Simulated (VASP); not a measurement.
# Al3BiO (Pm-3m) in VASP: further runs

The runs below take Al3BiO through relaxation of cell and atoms, single point, with PBE.

Everything below comes from runs of VASP 6.6.1. Logs are shortened: lines on timing, memory, paths and dates and some standing lists are left out, and cuts for length are marked.

## Step 1: The cell of the first run

It takes space group Pm-3m (No. 221, cubic). Conventional cell: a = 4.643 Å, b = 4.643 Å, c = 4.643 Å, α = 90.00°, β = 90.00°, γ = 90.00°. Al (site symmetry 4/mmm) has 2 O at 2.32 Å within 3.1 Å. Within 4.3 Å of Bi (site symmetry m-3m) lie 12 Al at 3.28 Å and 8 O at 4.02 Å. Within 3.1 Å of O (site symmetry m-3m) lie 6 Al at 2.32 Å.

## Step 2: Relaxation of cell and atoms, PBE

The input, INCAR:

```
SYSTEM = Al3BiO
PREC = Accurate
ENCUT = 600
EDIFF = 1E-6
ISMEAR = 0
SIGMA = 0.1
LREAL = .False.
LASPH = .True.
NELM = 80
ALGO = Normal
ISIF = 3
LWAVE = .False.
LCHARG = .False.
GGA = PE
IBRION = 2
NSW = 90
EDIFFG = -0.04
```

The input, KPOINTS:

```
regular mesh
0
Gamma
  4 4 4
  0 0 0
```

The input, POSCAR:

```
Al3BiO
1.0
    4.6434485100      0.0000000000      0.0000000000
    0.0000000000      4.6434485100      0.0000000000
    0.0000000000      0.0000000000      4.6434485100
Al Bi O
3 1 1
Direct
    0.5000000000      0.5000000000      0.0000000000
    0.5000000000      0.0000000000      0.5000000000
    0.0000000000      0.5000000000      0.5000000000
    0.0000000000      0.0000000000      0.0000000000
    0.5000000000      0.5000000000      0.5000000000
```

Potentials or basis: VASP PAW PBE potentials, release 64 (Al, Bi_d, O).

Started as:

```
$ cat potpaw_PBE.64/Al/POTCAR potpaw_PBE.64/Bi_d/POTCAR potpaw_PBE.64/O/POTCAR > POTCAR
$ mpirun -np 1 vasp_std > vasp.out
```

OUTCAR:

```text
SYSTEM = Al3BiO
   PREC = Accurate
   ENCUT = 600
   EDIFF = 1E-6
   ISMEAR = 0
   LREAL = .False.
   LASPH = .True.
   NELM = 80
   ISIF = 3
   GGA = PE
   IBRION = 2
   NSW = 90
   EDIFFG = -0.04

 ion  position               nearest neighbor table
   1  0.500  0.500  0.000-   5 2.32   5 2.32   4 3.28   2 3.28   2 3.28   3 3.28   3 3.28   2 3.28
                             4 3.28   2 3.28   3 3.28   4 3.28   3 3.28   4 3.28
   2  0.500  0.000  0.500-   5 2.32   5 2.32   4 3.28   1 3.28   1 3.28   4 3.28   1 3.28   3 3.28
                             3 3.28   1 3.28   3 3.28   4 3.28   4 3.28   3 3.28
   3  0.000  0.500  0.500-   5 2.32   5 2.32   4 3.28   1 3.28   1 3.28   4 3.28   2 3.28   4 3.28
                             4 3.28   1 3.28   2 3.28   2 3.28   1 3.28   2 3.28
   4  0.000  0.000  0.000-   1 3.28   2 3.28   3 3.28   2 3.28   3 3.28   1 3.28   3 3.28   3 3.28
                             1 3.28   2 3.28   2 3.28   1 3.28
   5  0.500  0.500  0.500-   1 2.32   2 2.32   3 2.32   1 2.32   2 2.32   3 2.32

  LATTYP: Found a simple cubic cell.
 ALAT       =     4.6434485100

  Lattice vectors:

 A1 = (   4.6434485100,   0.0000000000,   0.0000000000)
 A2 = (   0.0000000000,   4.6434485100,   0.0000000000)
 A3 = (   0.0000000000,   0.0000000000,   4.6434485100)

Analysis of symmetry for initial positions (statically):
=====================================================================
 Subroutine PRICEL returns:
 Original cell was already a primitive cell.

 Routine SETGRP: Setting up the symmetry group for a
 simple cubic supercell.

 Subroutine GETGRP returns: Found 48 space group operations
 (whereof 48 operations were pure point group operations)
 out of a pool of 48 trial point group operations.

The static configuration has the point symmetry O_h .

Analysis of symmetry for dynamics (positions and initial velocities):
=====================================================================
 Subroutine PRICEL returns:
 Original cell was already a primitive cell.

 Routine SETGRP: Setting up the symmetry group for a
 simple cubic supercell.

 Subroutine GETGRP returns: Found 48 space group operations
 (whereof 48 operations were pure point group operations)
 out of a pool of 48 trial point group operations.

The dynamic configuration has the point symmetry O_h .

 Subroutine INISYM returns: Found 48 space group operations
 (whereof 48 operations are pure point group operations),
 and found     1 'primitive' translations

----------------------------------------------------------------------------------------

                                     Primitive cell

  volume of cell :     100.1202

  direct lattice vectors                    reciprocal lattice vectors
     4.643448510  0.000000000  0.000000000     0.215357185  0.000000000  0.000000000
[... 67 lines left out ...]
 SYSTEM =  Al3BiO
   PREC   = accura    normal or accurate (medium, high low for compatibility)
   ISTART =      0    job   : 0-new  1-cont  2-samecut
   ICHARG =      2    charge: 1-file 2-atom 10-const
   ISPIN  =      1    spin polarized calculation?
   LNONCOLLINEAR =      F non collinear calculations
   LSORBIT =      F    spin-orbit coupling
   LASPH  =      T    aspherical Exc in radial PAW
   ENCUT  =  600.0 eV  44.10 Ry    6.64 a.u.   9.27  9.27  9.27*2*pi/ulx,y,z
   NELM   =     80;   NELMIN=  2; NELMDL= -5     # of ELM steps
   EDIFF  = 0.1E-05   stopping-criterion for ELM
   LREAL  =      F    real-space projection
   EDIFFG = -.4E-01   stopping-criterion for IOM
   NSW    =     90    number of steps for IOM
   IBRION =      2    ionic relax: 0-MD 1-quasi-New 2-CG
   NFREE  =      1    steps in history (QN), initial steepest desc. (CG)
   ISIF   =      3    stress and relaxation
   ISYM   =      2    0-nonsym 1-usesym 2-fastsym
   POTIM  = 0.5000    time-step for ionic-motion
   TEBEG  =    0.0;   TEEND  =   0.0 temperature during run
   PSTRESS=    0.0 pullay stress
   NELECT =      30.0000    total number of electrons
   NUPDOWN=      -1.0000    fix difference up-down
   EMIN   =  10.00;   EMAX   =-10.00  energy-range for DOS
   EFERMI =   0.00;   METHOD = LEGACY
   ISMEAR =     0;   SIGMA  =   0.10  broadening in eV -4-tet -1-fermi 0-gaus
   EFERMI_NEDOS =   21; number of points for ismear=-14 and -15
   IALGO  =     38    algorithm
   IMIX   =      4    mixing-type and parameters
     AMIX     =   0.40;   BMIX     =  1.00
     AMIX_MAG =   1.60;   BMIX_MAG =  1.00
  volume/ion in A,a.u.               =      20.02       135.13
  Fermi-wavevector in a.u.,A,eV,Ry     =   1.095489  2.070174 16.328294  1.200096
  Thomas-Fermi vector in A             =   2.231813
   LORBIT       =      0    0 simple, 1 ext, 2 COOP (PROOUT), +10 PAW based schemes
   GGA     = PE    functional components
   LHFCALC =     F    Hartree Fock is set to
   AEXX    =    0.0000 exact exchange contribution
   IVDW    =     0    specifies the selected vdW correction
   LEPSILON=     F    determine dielectric tensor
   LRPA    =     F    only Hartree local field effects (RPA)
 conjugate gradient relaxation of ions
 non-spin polarized calculation
 Gauss-broadening in eV      SIGMA  =   0.10
  energy-cutoff  :      600.00
  volume of cell :      100.12
 maximum number of plane-waves:      3407
 NGX is ok and might be reduce to    40
   NGX = 19   NGY = 19   NGZ = 19

--------------------------------------- Ionic step        1  -------------------------------------------

 number of electron      29.9999996 magnetization

 Free energy of the ion-electron system (eV)
  ---------------------------------------------------
  ext. energy  EPLUGINS =         0.00000000
  ---------------------------------------------------
  free energy    TOTEN  =       -21.29159062 eV

  energy without entropy =      -21.27473691  energy(sigma->0) =      -21.28316377

 E-fermi :   6.2425     XC(G=0):  -9.8455

 val. band max:        6.1446835384   @ k =   0.5000   0.2500   0.0000
 cond. band min:       6.2508177269   @ k =   0.5000   0.5000   0.2500
 fundamental gap:      0.1061341885
 Fermi energy:         6.2424975664

 k-point     1 :       0.0000    0.0000    0.0000
  band No.  band energies     occupation
      1     -16.1727      2.00000
      2     -16.1727      2.00000
      3     -16.1722      2.00000
      4     -16.1722      2.00000
      5     -16.1722      2.00000
      6     -12.3421      2.00000
[... 286 lines left out ...]
--------------------------------------- Ionic step        3  -------------------------------------------

 number of electron      30.0000005 magnetization

 Free energy of the ion-electron system (eV)
  ---------------------------------------------------
  ext. energy  EPLUGINS =         0.00000000
  ---------------------------------------------------
  free energy    TOTEN  =       -21.47143181 eV

  energy without entropy =      -21.44921252  energy(sigma->0) =      -21.46032216

 E-fermi :   7.3736     XC(G=0): -10.2437

 val. band max:        7.3552399150   @ k =   0.5000   0.5000   0.2500
 cond. band min:       7.8942159425   @ k =   0.5000   0.2500   0.2500
 fundamental gap:      0.5389760275
 Fermi energy:         7.3736266658

 k-point     1 :       0.0000    0.0000    0.0000
  band No.  band energies     occupation
      1     -15.1507      2.00000
      2     -15.1507      2.00000
      3     -15.1490      2.00000
      4     -15.1490      2.00000
      5     -15.1490      2.00000
      6     -11.9075      2.00000
[... 241 lines left out ...]
  FREE ENERGIE OF THE ION-ELECTRON SYSTEM (eV)
  ---------------------------------------------------
  free  energy   TOTEN  =       -21.4714318080 eV

  energy  without entropy=      -21.4492125191  energy(sigma->0) =      -21.46032216

 reached required accuracy - stopping structural energy minimisation
```

CONTCAR:

```text
Al3BiO
   1.00000000000000
     4.4950437424248246    0.0000000000000000    0.0000000000000000
     0.0000000000000000    4.4950437424248246    0.0000000000000000
    -0.0000000000000000    0.0000000000000000    4.4950437424248246
  Al              Bi              O
     3     1     1
Direct
     0.5000000000000000    0.5000000000000000    0.0000000000000000
     0.5000000000000000    0.0000000000000000    0.5000000000000000
     0.0000000000000000    0.5000000000000000    0.5000000000000000
     0.0000000000000000    0.0000000000000000    0.0000000000000000
     0.5000000000000000    0.5000000000000000    0.5000000000000000

  0.00000000E+00  0.00000000E+00  0.00000000E+00
  0.00000000E+00  0.00000000E+00  0.00000000E+00
  0.00000000E+00  0.00000000E+00  0.00000000E+00
  0.00000000E+00  0.00000000E+00  0.00000000E+00
  0.00000000E+00  0.00000000E+00  0.00000000E+00
```

It took 57 s on 1 thread of Intel Xeon Platinum 8559C (Emerald Rapids), shared host; peak memory 0.26 GiB.

What came out:

```yaml
Free_energy: -21.4714 eV
Relaxed_volume: 18.16 Å³/atom
Relaxed_cell: a = 4.495 Å, b = 4.495 Å, c = 4.495 Å, α = 90.00°, β = 90.00°, γ = 90.00°
Space_group_after_relaxing_to_0.05_Å: Pm-3m (No. 221)
Energy_gained_by_relaxing: 36.0 meV/atom
Ionic_steps: 3
Pressure_after_relaxing: 0.0 GPa
Band_gap_on_the_k_mesh: zero (band 15 reaches 7.36 eV, above the bottom of band 16 at 5.75 eV)
```

Step by step:
```
step  energy change (eV)  largest force (eV/Å)  pressure (GPa)  volume (Å³)
   1              0.0000                0.0000           -5.71       100.12
   2             -0.1785                0.0000            0.57        90.14
   3             -0.1798                0.0000            0.02        90.82
```

Final structure:
```cif
data_structure
_symmetry_space_group_name_H-M 'P 1'
_symmetry_Int_Tables_number 1
_cell_length_a 4.4950
_cell_length_b 4.4950
_cell_length_c 4.4950
_cell_angle_alpha 90.000
_cell_angle_beta 90.000
_cell_angle_gamma 90.000
_cell_volume 90.82
loop_
_atom_site_label
_atom_site_type_symbol
_atom_site_fract_x
_atom_site_fract_y
_atom_site_fract_z
_atom_site_occupancy
Al1 Al 0.50000 0.50000 0.00000 1
Al2 Al 0.50000 0.00000 0.50000 1
Al3 Al 0.00000 0.50000 0.50000 1
Bi1 Bi 0.00000 0.00000 0.00000 1
O1 O 0.50000 0.50000 0.50000 1
```

Caveat: spin-orbit coupling is left out, which moves the levels of the heavy elements.

## Step 3: Single point, PBE

This run uses another cell than the first one, of 18.30 Å³/atom, 0.914 times its volume.

The input, INCAR:

```
SYSTEM = Al3BiO
PREC = Accurate ; ENCUT = 520
EDIFF = 1E-6 ; ISMEAR = 0
SIGMA = 0.1 ; LREAL = .FALSE.
LASPH = .TRUE. ; NELM = 60
ALGO = Normal ; ISIF = 2
LWAVE = .FALSE. ; LCHARG = .FALSE.
GGA = PE ; NBANDS = 23
```

The input, KPOINTS:

```
regular mesh
0
G
  8 8 8
  0 0 0
```

POSCAR: that of step 2 with these lines changed.

```diff
@@ -2,5 +2,5 @@
 1.0
-    4.6434485100      0.0000000000      0.0000000000
-    0.0000000000      4.6434485100      0.0000000000
-    0.0000000000      0.0000000000      4.6434485100
+    4.5057802855      0.0000000000      0.0000000000
+    0.0000000000      4.5057802855      0.0000000000
+    0.0000000000      0.0000000000      4.5057802855
 Al Bi O
```

Potentials or basis: VASP PAW PBE potentials, release 64 (Al, Bi_d, O).

Started as:

```
$ cat potpaw_PBE.64/Al/POTCAR potpaw_PBE.64/Bi_d/POTCAR potpaw_PBE.64/O/POTCAR > POTCAR
$ mpirun -np 1 vasp_std > vasp.out
```

Run time: 48 s. Hardware: 1 thread of Intel Xeon Platinum 8559C (Emerald Rapids), shared host; peak memory 0.24 GiB.

Results (log left out):

| Quantity | Value |
| --- | --- |
| Free energy | -21.3152 eV |
| Pressure | -0.1 GPa |
| Band gap on the k mesh | zero (band 15 reaches 7.90 eV, above the bottom of band 16 at 5.68 eV) |

Levels at points of the mesh, in eV from the Fermi level:
| k point | band 11 | band 12 | band 13 | band 14 | band 15 | band 16 | band 17 | band 18 | band 19 | band 20 |
| --- | --- | --- | --- | --- | --- | --- | --- | --- | --- | --- |
| (0.00, 0.00, 0.00) | -3.55 | -2.27 | -2.27 | -1.94 | -1.94 | -1.94 | 3.40 | 3.40 | 3.40 | 4.80 |
| (0.50, 0.00, 0.00) | -5.97 | -2.26 | -2.26 | -1.24 | -0.49 | 0.28 | 1.75 | 1.75 | 2.49 | 4.39 |
| (0.50, 0.50, 0.00) | -3.70 | -3.37 | -3.37 | -1.06 | -0.52 | 0.81 | 0.81 | 2.02 | 2.02 | 3.99 |
| (0.50, 0.50, 0.50) | -4.92 | -4.92 | -4.92 | -0.64 | -0.64 | -0.64 | 1.01 | 6.73 | 6.73 | 6.73 |

Caveat: spin-orbit coupling is left out, which moves the levels of the heavy elements.

[end of part 1 of 2]
